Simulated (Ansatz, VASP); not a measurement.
# C: VASP beside Ansatz

INCAR

```
PREC = Accurate
ENCUT = 520
EDIFF = 1E-6
ISMEAR = 0
SIGMA = 0.05
LREAL = False
LASPH = True
NELM = 80
ALGO = Normal
ISIF = 2
LWAVE = False
LCHARG = True
GGA = PE
LELF = True
LVHAR = True
NBANDS = 11
```

Contents of KPOINTS:

```
Automatic mesh
0
Gamma
  12 12 12
```

Contents of POSCAR:

```
C
1.0
    0.0000000000      1.7857375322      1.7857375322
    1.7857375322      0.0000000000      1.7857375322
    1.7857375322      1.7857375322      0.0000000000
C
2
Direct
    0.5419994532      0.4580005468      0.3740016403
    0.7500000000      0.7500000000      0.7500000000
```

Input for Ansatz:

```yaml
crystal:
  lattice:
    - [0.0, 1.7857375322, 1.7857375322]
    - [1.7857375322, 0.0, 1.7857375322]
    - [1.7857375322, 1.7857375322, 0.0]
  atoms:
    - { symbol: C, position: [0.5419994532, 0.4580005468, 0.3740016403] }
    - { symbol: C, position: [0.75, 0.75, 0.75] }
basis:
  ecutwfc: 420
kpoints:
  mp_grid: { grid: [12, 12, 12] }
hamiltonian:
  xc: pbe
scf:
  occupations: { method: gaussian, width: 0.05 }
output:
  forces: true
  stress: true
  eigenvalues: true
```

Alike in both runs: task single point; functional PBE; k mesh 12 × 12 × 12; occupations gaussian, width 0.05 eV; no spin polarisation.

|  | VASP | Ansatz |
| --- | --- | --- |
| version | VASP 6.6.1 | Ansatz 0.2.0 |
| potentials or method | VASP PAW PBE potentials, release 64 (C), cutoff 520 eV | scalar-relativistic, plane waves, PAW |
| valence electrons in the cell | 8 | 8 |

```csv
,VASP,Ansatz,Ansatz less VASP
gap on the k mesh at the Fermi level (eV),none,none,-
rms of the force components (eV/Å),6.567,6.549,-0.0174
```

Atom by atom the forces differ by 0.018 eV/Å (rms over components). A gap of «none» marks a metal or a gap that the smearing closes.
